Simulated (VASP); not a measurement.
AgI (Iodargyrite): single point with r2SCAN

The system is AgI (Iodargyrite).

```
Ag I
1.0
     4.65074    0.00000    0.00000
    -2.32537    4.02766    0.00000
     0.00000    0.00000    7.59972
Ag I
2 2
Direct
  0.66667 0.33333 0.62752
  0.33333 0.66667 0.12752
  0.66667 0.33333 0.00248
  0.33333 0.66667 0.50248
```

* Program: VASP 6.6.1
* Task: single point
* Functional: r2SCAN
* Potentials or basis: VASP PAW PBE potentials, release 64 (Ag, I)
* Cutoff: 550 eV
* k mesh: 6 × 6 × 4
* Occupations: gaussian, width 0.01 eV
* Spin: no spin polarisation
* Dipole correction: no
* Further INCAR settings: ALGO = Normal; EDIFF = 1e-06; NBANDS = 26

```json
{"Pressure": "-0.1 GPa", "Band gap on the k mesh": "1.83 eV, direct"}
```

Levels at points of the mesh, in eV from the valence-band top:
| k point | band 14 | band 15 | band 16 | band 17 | band 18 | band 19 | band 20 | band 21 | band 22 | band 23 |
| --- | --- | --- | --- | --- | --- | --- | --- | --- | --- | --- |
| (0.00, 0.00, 0.00) | -0.68 | -0.68 | -0.06 | 0.00 | 0.00 | 1.83 | 3.10 | 6.29 | 6.29 | 6.45 |
| (0.50, 0.00, 0.00) | -2.49 | -2.08 | -1.70 | -0.97 | -0.68 | 3.76 | 3.98 | 5.14 | 6.26 | 6.72 |
| (0.00, 0.00, 0.50) | -1.58 | -0.35 | -0.35 | -0.35 | -0.35 | 3.10 | 3.10 | 6.03 | 6.03 | 6.57 |
| (0.50, 0.00, 0.50) | -2.67 | -1.18 | -1.18 | -1.17 | -1.17 | 3.68 | 3.68 | 5.28 | 5.28 | 7.68 |

Run time: 2.7 min on 1 thread of Intel(R) Xeon(R) Platinum 8488C (Sapphire Rapids), on a shared host, peak memory 0.33 GiB.

Caveat: the PAW data sets were made with another functional, which shifts forces and pressure a little; spin-orbit coupling is left out, which moves the levels of the heavy elements. r2SCAN opens gaps a little over a GGA but as a rule still falls short of measured ones.
